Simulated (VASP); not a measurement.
# Hf (P2_13) in VASP: relaxation of cell and atoms with PBE

Aim: the relaxation of cell and atoms of Hf with PBE.

All numbers are computed with VASP 6.6.1; they aren't measurements. Logs are shortened: lines on timing, memory, paths and dates and some standing lists are left out, and cuts for length are marked.

**1. The cell of the first run**

The structure is cubic, space group P2_13 (No. 198). Conventional cell: a = 4.695 Å, b = 4.695 Å, c = 4.695 Å, α = 90.00°, β = 90.00°, γ = 90.00°. Hf (site symmetry 3) has 12 Hf at 3.14 to 3.54 Å within 4.1 Å.

**2. Relaxation of cell and atoms, PBE**

File INCAR:

```
PREC = Accurate ; ENCUT = 600
EDIFF = 1E-7 ; ISMEAR = 0
SIGMA = 0.1 ; LREAL = F
LASPH = T ; NELM = 100
ALGO = Normal ; ISIF = 3
LWAVE = F ; LCHARG = F
GGA = PE ; IBRION = 2
NSW = 90 ; EDIFFG = -0.04
```

File KPOINTS:

```
Automatic mesh
0
Gamma
  4 4 4
```

File POSCAR:

```
Hf
1.0
    4.6946969505      0.0000000000      0.0000000000
    0.0000000000      4.6946969505      0.0000000000
    0.0000000000      0.0000000000      4.6946969505
Hf
4
Direct
    0.0300000000      0.0300000000      0.0300000000
    0.4700000000      0.9700000000      0.5300000000
    0.5300000000      0.4700000000      0.9700000000
    0.9700000000      0.5300000000      0.4700000000
```

Potentials or basis: VASP PAW PBE potentials, release 64 (Hf_pv).

Started as:

```
cat potpaw_PBE.64/Hf_pv/POTCAR > POTCAR
mpirun -np 1 vasp_std > vasp.out
```

OUTCAR:

```text
PREC = Accurate
   ENCUT = 600
   EDIFF = 1E-7
   ISMEAR = 0
   LREAL = F
   LASPH = T
   NELM = 100
   ISIF = 3
   GGA = PE
   IBRION = 2
   NSW = 90
   EDIFFG = -0.04

 ion  position               nearest neighbor table
   1  0.030  0.030  0.030-   2 3.14   3 3.14   4 3.14   2 3.14   4 3.14   3 3.14   4 3.54   4 3.54
                             2 3.54   3 3.54   2 3.54   3 3.54
   2  0.470  0.970  0.530-   1 3.14   3 3.14   4 3.14   1 3.14   3 3.14   4 3.14   1 3.54   3 3.54
                             1 3.54   3 3.54   4 3.54   4 3.54
   3  0.530  0.470  0.970-   1 3.14   2 3.14   4 3.14   4 3.14   2 3.14   1 3.14   2 3.54   1 3.54
                             1 3.54   2 3.54   4 3.54   4 3.54
   4  0.970  0.530  0.470-   1 3.14   2 3.14   3 3.14   3 3.14   1 3.14   2 3.14   3 3.54   1 3.54
                             3 3.54   2 3.54   1 3.54   2 3.54

  LATTYP: Found a simple cubic cell.
 ALAT       =     4.6946969505

  Lattice vectors:

 A1 = (   4.6946969505,   0.0000000000,   0.0000000000)
 A2 = (   0.0000000000,   4.6946969505,   0.0000000000)
 A3 = (   0.0000000000,   0.0000000000,   4.6946969505)

Analysis of symmetry for initial positions (statically):
=====================================================================
 Subroutine PRICEL returns:
 Original cell was already a primitive cell.

 Routine SETGRP: Setting up the symmetry group for a
 simple cubic supercell.

 Subroutine GETGRP returns: Found 12 space group operations
 (whereof  3 operations were pure point group operations)
 out of a pool of 48 trial point group operations.

The static configuration has the point symmetry C_3 .
 The point group associated with its full space group is T   .

Analysis of symmetry for dynamics (positions and initial velocities):
=====================================================================
 Subroutine PRICEL returns:
 Original cell was already a primitive cell.

 Routine SETGRP: Setting up the symmetry group for a
 simple cubic supercell.

 Subroutine GETGRP returns: Found 12 space group operations
 (whereof  3 operations were pure point group operations)
 out of a pool of 48 trial point group operations.

The dynamic configuration has the point symmetry C_3 .
 The point group associated with its full space group is T   .

 Subroutine INISYM returns: Found 12 space group operations
 (whereof  3 operations are pure point group operations),
 and found     1 'primitive' translations

----------------------------------------------------------------------------------------

                                     Primitive cell

[... 72 lines left out ...]
   ISTART =      0    job   : 0-new  1-cont  2-samecut
   ICHARG =      2    charge: 1-file 2-atom 10-const
   ISPIN  =      1    spin polarized calculation?
   LNONCOLLINEAR =      F non collinear calculations
   LSORBIT =      F    spin-orbit coupling
   LASPH  =      T    aspherical Exc in radial PAW
   ENCUT  =  600.0 eV  44.10 Ry    6.64 a.u.   9.38  9.38  9.38*2*pi/ulx,y,z
   NELM   =    100;   NELMIN=  2; NELMDL= -5     # of ELM steps
   EDIFF  = 0.1E-06   stopping-criterion for ELM
   LREAL  =      F    real-space projection
   EDIFFG = -.4E-01   stopping-criterion for IOM
   NSW    =     90    number of steps for IOM
   IBRION =      2    ionic relax: 0-MD 1-quasi-New 2-CG
   NFREE  =      1    steps in history (QN), initial steepest desc. (CG)
   ISIF   =      3    stress and relaxation
   ISYM   =      2    0-nonsym 1-usesym 2-fastsym
   POTIM  = 0.5000    time-step for ionic-motion
   TEBEG  =    0.0;   TEEND  =   0.0 temperature during run
   PSTRESS=    0.0 pullay stress
   NELECT =      40.0000    total number of electrons
   NUPDOWN=      -1.0000    fix difference up-down
   EMIN   =  10.00;   EMAX   =-10.00  energy-range for DOS
   EFERMI =   0.00;   METHOD = LEGACY
   ISMEAR =     0;   SIGMA  =   0.10  broadening in eV -4-tet -1-fermi 0-gaus
   EFERMI_NEDOS =   21; number of points for ismear=-14 and -15
   IALGO  =     38    algorithm
   IMIX   =      4    mixing-type and parameters
     AMIX     =   0.40;   BMIX     =  1.00
     AMIX_MAG =   1.60;   BMIX_MAG =  1.00
  volume/ion in A,a.u.               =      25.87       174.57
  Fermi-wavevector in a.u.,A,eV,Ry     =   1.192579  2.253648 19.350823  1.422245
  Thomas-Fermi vector in A             =   2.328614
   LORBIT       =      0    0 simple, 1 ext, 2 COOP (PROOUT), +10 PAW based schemes
   GGA     = PE    functional components
   LHFCALC =     F    Hartree Fock is set to
   AEXX    =    0.0000 exact exchange contribution
   IVDW    =     0    specifies the selected vdW correction
   LEPSILON=     F    determine dielectric tensor
   LRPA    =     F    only Hartree local field effects (RPA)
 conjugate gradient relaxation of ions
 non-spin polarized calculation
 Gauss-broadening in eV      SIGMA  =   0.10
  energy-cutoff  :      600.00
  volume of cell :      103.47
 maximum number of plane-waves:      3468
 NGX is ok and might be reduce to    40
   NGX = 19   NGY = 19   NGZ = 19

--------------------------------------- Ionic step        1  -------------------------------------------

 number of electron      40.0000005 magnetization

 Free energy of the ion-electron system (eV)
  ---------------------------------------------------
  ext. energy  EPLUGINS =         0.00000000
  ---------------------------------------------------
  free energy    TOTEN  =       -38.36474845 eV

  energy without entropy =      -38.32759234  energy(sigma->0) =      -38.34617040

------------------------ aborting loop because EDIFF is reached ----------------------------------------

  FORCE on cell =-STRESS in cart. coord.  units (eV):
  Direction    XX          YY          ZZ          XY          YZ          ZX
  --------------------------------------------------------------------------------------
  -------------------------------------------------------------------------------------
  Total       -6.2146677     -6.2146677     -6.2146677      0.0000000      0.0000000      0.0000000
  in kB      -96.2289628    -96.2289628    -96.2289628      0.0000000      0.0000000      0.0000000
  external PRESSURE =     -96.2289628 kB  Pullay stress =       0.0000000 kB
[... 253 lines left out ...]
--------------------------------------- Ionic step        8  -------------------------------------------

 number of electron      39.9999996 magnetization

 Free energy of the ion-electron system (eV)
  ---------------------------------------------------
  ext. energy  EPLUGINS =         0.00000000
  ---------------------------------------------------
  free energy    TOTEN  =       -39.54126042 eV

  energy without entropy =      -39.51526116  energy(sigma->0) =      -39.52826079

 E-fermi :   4.6555     XC(G=0): -11.2577

 val. band max:        4.6507814168   @ k =   0.5000   0.5000   0.0000
 cond. band min:       4.6654888292   @ k =   0.5000   0.5000   0.0000
 fundamental gap:      0.0147074125
 Fermi energy:         4.6554947123

 k-point     1 :       0.0000    0.0000    0.0000
  band No.  band energies     occupation
      1     -26.0950      2.00000
      2     -26.0950      2.00000
      3     -26.0950      2.00000
      4     -25.6375      2.00000
      5     -25.6375      2.00000
      6     -25.6375      2.00000
[... 317 lines left out ...]
  FREE ENERGIE OF THE ION-ELECTRON SYSTEM (eV)
  ---------------------------------------------------
  free  energy   TOTEN  =       -39.5412604229 eV

  energy  without entropy=      -39.5152611574  energy(sigma->0) =      -39.52826079

 reached required accuracy - stopping structural energy minimisation
```

OSZICAR:

```text
N       E                     dE             d eps       ncg     rms          rms(c)
DAV:   1     0.156671951478E+03    0.15667E+03   -0.24119E+04   528   0.174E+03
DAV:   2    -0.299780456747E+02   -0.18665E+03   -0.18485E+03   616   0.374E+02
DAV:   3    -0.396830536255E+02   -0.97050E+01   -0.96265E+01   752   0.473E+01
[... 87 lines left out ...]
DAV:   5    -0.395412539979E+02    0.42251E-03   -0.27296E-03   584   0.292E-01    0.142E-01
DAV:   6    -0.395412660661E+02   -0.12068E-04   -0.15738E-04   624   0.673E-02    0.680E-02
DAV:   7    -0.395412602059E+02    0.58602E-05   -0.18742E-05   592   0.237E-02    0.251E-03
DAV:   8    -0.395412603268E+02   -0.12094E-06   -0.70800E-07   624   0.495E-03    0.178E-03
DAV:   9    -0.395412604229E+02   -0.96044E-07   -0.88238E-09   288   0.620E-04
   8 F= -.39541260E+02 E0= -.39528261E+02  d E =-.248274E-01
```

Wall time 2.8 min (1 thread of Intel Xeon Platinum 8375C at 2.90GHz (Ice Lake), shared host); peak memory 0.25 GiB.

What came out:

```yaml
Free_energy: -39.5413 eV
Relaxed_volume: 22.52 Å³/atom
Relaxed_cell: a = 4.482 Å, b = 4.482 Å, c = 4.482 Å, α = 90.00°, β = 90.00°, γ = 90.00°
Space_group_after_relaxing_to_0.05_Å: Fm-3m (No. 225)
Energy_gained_by_relaxing: 294.1 meV/atom
Ionic_steps: 8
Pressure_after_relaxing: 0.0 GPa
Largest_force_after_relaxing: 0.021 eV/Å
Band_gap_on_the_k_mesh: zero (band 20 reaches 6.09 eV, above the bottom of band 21 at 4.30 eV)
```

Forces in eV/Å, atoms in the order of the input:
```
Hf  -0.012 -0.012 -0.012
Hf   0.012  0.012 -0.012
Hf  -0.012  0.012  0.012
Hf   0.012 -0.012  0.012
```

The path:
```tsv
step	energy change (eV)	largest force (eV/Å)	pressure (GPa)	volume (Å³)
1	0.0000	1.2354	-9.62	103.47
2	-0.3674	1.5485	12.77	81.91
3	-0.5746	1.4706	2.51	89.26
4	-0.9551	0.9544	2.39	88.48
5	-1.1473	0.0799	3.26	87.25
6	-1.1517	0.0346	3.06	87.40
7	-1.1300	0.0085	-3.89	93.80
8	-1.1765	0.0209	-0.03	90.07
```

Final structure:
```
Hf
1.0
     4.48250    0.00000    0.00000
     0.00000    4.48250    0.00000
     0.00000    0.00000    4.48250
Hf
4
Direct
  0.00043 0.00043 0.00043
  0.49957 0.99957 0.50043
  0.50043 0.49957 0.99957
  0.99957 0.50043 0.49957
```

Caveat: spin-orbit coupling is left out, which moves the levels of the heavy elements.
